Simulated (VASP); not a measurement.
# Si (Fd-3m) in VASP: settings compared

The runs below take Si through single point, with LDA, PBEsol, PBE.

Everything below comes from runs of VASP 6.6.1. Logs are shortened: lines on timing, memory, paths and dates and some standing lists are left out, and cuts for length are marked.

### Step 1. The cell of the first run

The structure is cubic, space group Fd-3m (No. 227). Conventional cell: a = 5.444 Å, b = 5.444 Å, c = 5.444 Å, α = 90.00°, β = 90.00°, γ = 90.00°. Within 3.1 Å of Si (site symmetry -43m) lie 4 Si at 2.36 Å.

### Step 2. Single point, LDA

INCAR reads:

```
SYSTEM = Si
PREC = Accurate ; ENCUT = 520
EDIFF = 1E-6 ; ISMEAR = -1
SIGMA = 0.02 ; LREAL = .False.
LASPH = .True. ; NELM = 60
ALGO = Normal ; ISIF = 2
LWAVE = .False. ; LCHARG = .True.
LELF = .True. ; LVHAR = .True.
NBANDS = 11
```

KPOINTS reads:

```
regular mesh
0
Gamma
  10 10 10
  0 0 0
```

POSCAR reads:

```
Si
1.0
    0.0000000000      2.7218511865      2.7218511865
    2.7218511865      0.0000000000      2.7218511865
    2.7218511865      2.7218511865      0.0000000000
Si
2
Direct
    0.7500000000      0.7500000000      0.7500000000
    0.5000000000      0.5000000000      0.5000000000
```

Potentials or basis: VASP PAW LDA potentials, release 64 (Si).

Run with:

```
$ cat potpaw_LDA.64/Si/POTCAR > POTCAR
$ mpirun -np 1 vasp_std > vasp.out
```

OUTCAR:

```text
SYSTEM = Si
   PREC = Accurate
   ENCUT = 520
   EDIFF = 1E-6
   ISMEAR = -1
   LREAL = .False.
   LASPH = .True.
   NELM = 60
   ISIF = 2

 ion  position               nearest neighbor table
   1  0.750  0.750  0.750-   2 2.36   2 2.36   2 2.36   2 2.36
   2  0.500  0.500  0.500-   1 2.36   1 2.36   1 2.36   1 2.36

  LATTYP: Found a face centered cubic cell.
 ALAT       =     5.4437023730

  Lattice vectors:

 A1 = (   0.0000000000,   2.7218511865,   2.7218511865)
 A2 = (   2.7218511865,   0.0000000000,   2.7218511865)
 A3 = (   2.7218511865,   2.7218511865,   0.0000000000)

Analysis of symmetry for initial positions (statically):
=====================================================================
 Subroutine PRICEL returns:
 Original cell was already a primitive cell.

 Routine SETGRP: Setting up the symmetry group for a
 face centered cubic supercell.

 Subroutine GETGRP returns: Found 48 space group operations
 (whereof 24 operations were pure point group operations)
 out of a pool of 48 trial point group operations.

The static configuration has the point symmetry T_d .
 The point group associated with its full space group is O_h .

Analysis of symmetry for dynamics (positions and initial velocities):
=====================================================================
 Subroutine PRICEL returns:
 Original cell was already a primitive cell.

 Routine SETGRP: Setting up the symmetry group for a
 face centered cubic supercell.

 Subroutine GETGRP returns: Found 48 space group operations
 (whereof 24 operations were pure point group operations)
 out of a pool of 48 trial point group operations.

The dynamic configuration has the point symmetry T_d .
 The point group associated with its full space group is O_h .

 Subroutine INISYM returns: Found 48 space group operations
 (whereof 24 operations are pure point group operations),
 and found     1 'primitive' translations

----------------------------------------------------------------------------------------

                                     Primitive cell

  volume of cell :      40.3295

  direct lattice vectors                    reciprocal lattice vectors
     0.000000000  2.721851186  2.721851186    -0.183698507  0.183698507  0.183698507
     2.721851186  0.000000000  2.721851186     0.183698507 -0.183698507  0.183698507
     2.721851186  2.721851186  0.000000000     0.183698507  0.183698507 -0.183698507

  length of vectors
     3.849278863  3.849278863  3.849278863     0.318175148  0.318175148  0.318175148

  position of ions in fractional coordinates (direct lattice)
     0.750000000  0.750000000  0.750000000
     0.500000000  0.500000000  0.500000000

  ion indices of the primitive-cell ions
   primitive index   ion index
                 1           1
                 2           2

----------------------------------------------------------------------------------------

 KPOINTS: regular mesh

Automatic generation of k-mesh.
 Grid dimensions read from file:
 generate k-points for:   10   10   10

 Generating k-lattice:

  Cartesian coordinates                     Fractional coordinates (reciprocal lattice)
    -0.018369851  0.018369851  0.018369851     0.100000000  0.000000000  0.000000000
     0.018369851 -0.018369851  0.018369851     0.000000000  0.100000000  0.000000000
     0.018369851  0.018369851 -0.018369851     0.000000000  0.000000000  0.100000000

  Length of vectors
     0.031817515  0.031817515  0.031817515

  Shift w.r.t. Gamma in fractional coordinates (k-lattice)
     0.000000000  0.000000000  0.000000000

 Subroutine IBZKPT returns following result:
 ===========================================

 Found     47 irreducible k-points:

 Following reciprocal coordinates:
            Coordinates               Weight
  0.000000  0.000000  0.000000      1.000000
  0.100000  0.000000  0.000000      8.000000
  0.200000  0.000000  0.000000      8.000000
  0.300000  0.000000  0.000000      8.000000
  0.400000  0.000000  0.000000      8.000000
  0.500000  0.000000  0.000000      4.000000
[... 16 lines left out ...]
  0.300000  0.300000  0.000000      6.000000
  0.400000  0.300000  0.000000     24.000000
 [... further k-points ...]
   k-points           NKPTS =     47   k-points in BZ     NKDIM =     47   number of bands    NBANDS=     11
   number of dos      NEDOS =    301   number of ions     NIONS =      2
   total plane-waves  NPLWV =  27000
   dimension x,y,z NGX =    30 NGY =   30 NGZ =   30
   dimension x,y,z NGXF=    60 NGYF=   60 NGZF=   60
   ions per type =               2
   NGX,Y,Z   is equivalent  to a cutoff of  12.96, 12.96, 12.96 a.u.
   NGXF,Y,Z  is equivalent  to a cutoff of  25.91, 25.91, 25.91 a.u.
 SYSTEM =  Si
   PREC   = accura    normal or accurate (medium, high low for compatibility)
   ISTART =      0    job   : 0-new  1-cont  2-samecut
   ICHARG =      2    charge: 1-file 2-atom 10-const
   ISPIN  =      1    spin polarized calculation?
   LNONCOLLINEAR =      F non collinear calculations
   LSORBIT =      F    spin-orbit coupling
   LASPH  =      T    aspherical Exc in radial PAW
   ENCUT  =  520.0 eV  38.22 Ry    6.18 a.u.   7.16  7.16  7.16*2*pi/ulx,y,z
   NELM   =     60;   NELMIN=  2; NELMDL= -5     # of ELM steps
   EDIFF  = 0.1E-05   stopping-criterion for ELM
   LREAL  =      F    real-space projection
   EDIFFG = 0.1E-04   stopping-criterion for IOM
   NSW    =      0    number of steps for IOM
   IBRION =     -1    ionic relax: 0-MD 1-quasi-New 2-CG
   NFREE  =      0    steps in history (QN), initial steepest desc. (CG)
   ISIF   =      2    stress and relaxation
   ISYM   =      2    0-nonsym 1-usesym 2-fastsym
   POTIM  = 0.5000    time-step for ionic-motion
   TEBEG  =    0.0;   TEEND  =   0.0 temperature during run
   PSTRESS=    0.0 pullay stress
   NELECT =       8.0000    total number of electrons
   NUPDOWN=      -1.0000    fix difference up-down
   EMIN   =  10.00;   EMAX   =-10.00  energy-range for DOS
   EFERMI =   0.00;   METHOD = LEGACY
   ISMEAR =    -1;   SIGMA  =   0.02  broadening in eV -4-tet -1-fermi 0-gaus
   EFERMI_NEDOS =   21; number of points for ismear=-14 and -15
   IALGO  =     38    algorithm
   IMIX   =      4    mixing-type and parameters
     AMIX     =   0.40;   BMIX     =  1.00
     AMIX_MAG =   1.60;   BMIX_MAG =  1.00
  volume/ion in A,a.u.               =      20.16       136.08
  Fermi-wavevector in a.u.,A,eV,Ry     =   0.954766  1.804247 12.402783  0.911579
  Thomas-Fermi vector in A             =   2.083543
   LORBIT       =      0    0 simple, 1 ext, 2 COOP (PROOUT), +10 PAW based schemes
   GGA     = CA    functional components
   LHFCALC =     F    Hartree Fock is set to
   AEXX    =    0.0000 exact exchange contribution
   IVDW    =     0    specifies the selected vdW correction
   LEPSILON=     F    determine dielectric tensor
   LRPA    =     F    only Hartree local field effects (RPA)
 non-spin polarized calculation
  energy-cutoff  :      520.00
  volume of cell :       40.33
 maximum number of plane-waves:      1106
 NGX is ok and might be reduce to    30
   NGX = 15   NGY = 15   NGZ = 15

 number of electron       8.0000001 magnetization

 Free energy of the ion-electron system (eV)
  ---------------------------------------------------
  ext. energy  EPLUGINS =         0.00000000
  ---------------------------------------------------
  free energy    TOTEN  =       -11.91318787 eV

  energy without entropy =      -11.91318785  energy(sigma->0) =      -11.91318786

 E-fermi :   5.9353     XC(G=0):  -9.5787

 val. band max:        5.6969689933   @ k =   0.0000   0.0000   0.0000
 cond. band min:       6.1874157010   @ k =   0.4000   0.4000   0.0000
 fundamental gap:      0.4904467077
 Fermi energy:         5.9352678335

 k-point     1 :       0.0000    0.0000    0.0000
  band No.  band energies     occupation
      1      -6.2115      2.00000
      2       5.6970      1.99999
      3       5.6970      1.99999
      4       5.6970      1.99999
      5       8.2179      0.00000
      6       8.2179      0.00000
      7       8.2179      0.00000
      8       8.8241      0.00000
      9      13.3439      0.00000
     10      13.4206      0.00000
     11      13.4206      0.00000

 k-point     2 :       0.1000    0.0000    0.0000
  band No.  band energies     occupation
      1      -6.0814      2.00000
      2       4.5403      2.00000
      3       5.4995      2.00000
      4       5.4995      2.00000
      5       8.1799      0.00000
      6       8.5078      0.00000
      7       8.5078      0.00000
      8       9.7899      0.00000
      9      13.0484      0.00000
     10      13.0484      0.00000
     11      13.8924      0.00000

 k-point     3 :       0.2000    0.0000    0.0000
  band No.  band energies     occupation
      1      -5.6971      2.00000
      2       2.6812      2.00000
      3       5.1213      2.00000
      4       5.1213      2.00000
      5       7.7973      0.00000
      6       9.0117      0.00000
      7       9.0117      0.00000
      8      11.5465      0.00000
      9      12.7183      0.00000
     10      12.7183      0.00000
     11      14.5871      0.00000

 k-point     4 :       0.3000    0.0000    0.0000
  band No.  band energies     occupation
      1      -5.0850      2.00000
      2       0.9037      2.00000
      3       4.7893      2.00000
      4       4.7893      2.00000
      5       7.4261      0.00000
      6       9.1822      0.00000
      7       9.1822      0.00000
      8      13.1150      0.00000
      9      13.2470      0.00000
     10      13.2470      0.00000
     11      14.3598      0.00000
[... 239 lines left out ...]
 k-point    22 :      -0.2000    0.2000    0.0000
  band No.  band energies     occupation
      1      -4.8704      2.00000
      2       1.2221      2.00000
      3       2.6956      2.00000
      4       4.8584      2.00000
      5       8.4988      0.00000
      6       9.6341      0.00000
      7       9.9073      0.00000
      8      11.2891      0.00000
      9      11.7768      0.00000
     10      16.1816      0.00000
     11      16.3213      0.00000

 k-point    23 :       0.3000    0.3000    0.0000
  band No.  band energies     occupation
      1      -4.6716      2.00000
      2       1.2789      2.00000
      3       3.4808      2.00000
      4       3.4808      2.00000
      5       6.4733      0.00000
      6       8.0164      0.00000
      7      12.2559      0.00000
      8      12.2559      0.00000
      9      14.5951      0.00000
     10      15.1472      0.00000
     11      17.8587      0.00000

 k-point    24 :       0.4000    0.3000    0.0000
  band No.  band energies     occupation
      1      -4.0624      2.00000
      2       0.2823      2.00000
      3       2.8483      2.00000
      4       3.2776      2.00000
      5       6.6613      0.00000
      6       7.8499      0.00000
      7      12.5331      0.00000
      8      12.6774      0.00000
      9      16.1341      0.00000
     10      16.2265      0.00000
     11      17.6358      0.00000

 [... further k-points ...]
[... 5 lines left out ...]
  --------------------------------------------------------------------------------------
  -------------------------------------------------------------------------------------
  Total       -0.5244781     -0.5244781     -0.5244781      0.0000000      0.0000000     -0.0000000
  in kB      -20.8360210    -20.8360210    -20.8360210      0.0000000      0.0000000     -0.0000000
  external PRESSURE =     -20.8360210 kB  Pullay stress =       0.0000000 kB

 VOLUME and BASIS-vectors are now :
 -----------------------------------------------------------------------------
  energy-cutoff  :      520.00
  volume of cell :       40.33
      direct lattice vectors                 reciprocal lattice vectors
     0.000000000  2.721851186  2.721851186    -0.183698507  0.183698507  0.183698507
     2.721851186  0.000000000  2.721851186     0.183698507 -0.183698507  0.183698507
     2.721851186  2.721851186  0.000000000     0.183698507  0.183698507 -0.183698507

 POSITION                                       TOTAL-FORCE (eV/Angst)
 -----------------------------------------------------------------------------------
      4.08278      4.08278      4.08278        -0.000000      0.000000      0.000000
      2.72185      2.72185      2.72185         0.000000     -0.000000     -0.000000
 -----------------------------------------------------------------------------------
    total drift:                                0.000000     -0.000000     -0.000000

  FREE ENERGIE OF THE ION-ELECTRON SYSTEM (eV)
  ---------------------------------------------------
  free  energy   TOTEN  =       -11.9131878731 eV

  energy  without entropy=      -11.9131878517  energy(sigma->0) =      -11.91318786
```

Run time: 14 s. Hardware: 1 thread of Intel Xeon Platinum 8559C (Emerald Rapids), shared host; peak memory 0.14 GiB.

Results:

- Free energy: -11.9132 eV
- Pressure: -2.1 GPa
- Band gap on the k mesh: 0.49 eV, indirect (least direct gap 2.52 eV)

A k mesh can miss the band edges.

### Step 3. Single point, PBEsol

INCAR reads:

```
SYSTEM = Si
PREC = Accurate
ENCUT = 520
EDIFF = 1E-6
ISMEAR = -1
SIGMA = 0.02
LREAL = .FALSE.
LASPH = .TRUE.
NELM = 80
ALGO = Normal
ISIF = 2
LWAVE = .FALSE.
LCHARG = .FALSE.
GGA = PS
NBANDS = 11
```

KPOINTS reads:

```
regular mesh
0
G
  10 10 10
  0 0 0
```

POSCAR is that of step 2.

Potentials or basis: VASP PAW PBE potentials, release 64 (Si).

Run with:

```
$ cat potpaw_PBE.64/Si/POTCAR > POTCAR
$ mpirun -np 1 vasp_std > vasp.out
```

Run time: 15 s. Hardware: 1 thread of Intel Xeon Platinum 8559C (Emerald Rapids), shared host; peak memory 0.15 GiB.

Results (log left out):

| Quantity | Value |
| --- | --- |
| Free energy | -11.4924 eV |
| Pressure | -0.4 GPa |
| Band gap on the k mesh | 0.48 eV, indirect (least direct gap 2.51 eV) |

Levels at points of the mesh, in eV from the valence-band top:
```
           k point  band 1  band 2  band 3  band 4  band 5  band 6  band 7  band 8  band 9
(0.00, 0.00, 0.00)  -11.94    0.00    0.00    0.00    2.51    2.51    2.51    3.24    7.68
(0.50, 0.00, 0.00)   -9.61   -6.98   -1.20   -1.20    1.44    3.28    3.28    7.50   10.49
(0.50, 0.50, 0.00)   -7.81   -7.81   -2.86   -2.86    0.60    0.60   10.00   10.00   10.91
```

Caveat: the PAW data sets were made with another functional, which shifts forces and pressure a little.

### Step 4. Single point, PBE

INCAR reads:

```
PREC     = Accurate       # precision mode
ENCUT    = 520            # plane-wave cutoff, eV
EDIFF    = 1E-7           # SCF threshold, eV
ISMEAR   = -1             # smearing method
SIGMA    = 0.02           # smearing width, eV
LREAL    = F              # projectors in reciprocal space
LASPH    = T              # aspherical terms in the spheres
NELM     = 60             # most SCF steps
ALGO     = Normal         # electronic algorithm
ISIF     = 2              # what is computed and relaxed
LWAVE    = F              # write WAVECAR
LCHARG   = F              # write CHGCAR
GGA      = PE             # functional
NBANDS   = 11             # bands
```

KPOINTS reads:

```
regular mesh
0
Gamma
  10 10 10
```

POSCAR is that of step 3.

Run with:

```
$ cat potpaw_PBE.64/Si/POTCAR > POTCAR
$ mpirun -np 1 vasp_std > vasp.out
```

Wall time 18 s (1 thread of Intel Xeon Platinum 8559C (Emerald Rapids), shared host); peak memory 0.16 GiB.

Results (log left out):

| Property | Result |
| --- | --- |
| Free energy | -10.8470 eV |
| Pressure | 1.3 GPa |
| Band gap on the k mesh | 0.59 eV, indirect (least direct gap 2.56 eV) |

Levels at points of the mesh, in eV from the valence-band top:
```
           k point  band 1  band 2  band 3  band 4  band 5  band 6  band 7  band 8  band 9
(0.00, 0.00, 0.00)  -11.91    0.00    0.00    0.00    2.56    2.56    2.56    3.29    7.72
(0.50, 0.00, 0.00)   -9.59   -6.93   -1.19   -1.19    1.52    3.34    3.34    7.72   10.53
(0.50, 0.50, 0.00)   -7.79   -7.79   -2.83   -2.83    0.73    0.73   10.05   10.05   10.95
```

A k mesh can miss the band edges.

### Step 5. Summary

```csv
level,potentials or basis,gap on the mesh (eV),pressure (GPa)
LDA,"VASP PAW LDA potentials, release 64 (Si)",0.49,-2.1
PBEsol,"VASP PAW PBE potentials, release 64 (Si)",0.48,-0.4
PBE,"VASP PAW PBE potentials, release 64 (Si)",0.59,1.3
```

Alike in all rows: task single point; no spin polarisation; cell as given; k mesh 10 × 10 × 10; cutoff (eV) 520; smearing fermi-dirac 0.02 eV.

Caveats: the PAW data sets were made with another functional, which shifts forces and pressure a little (some runs).

Total energies depend on the potentials used, so only differences within one code and one set of settings carry meaning.
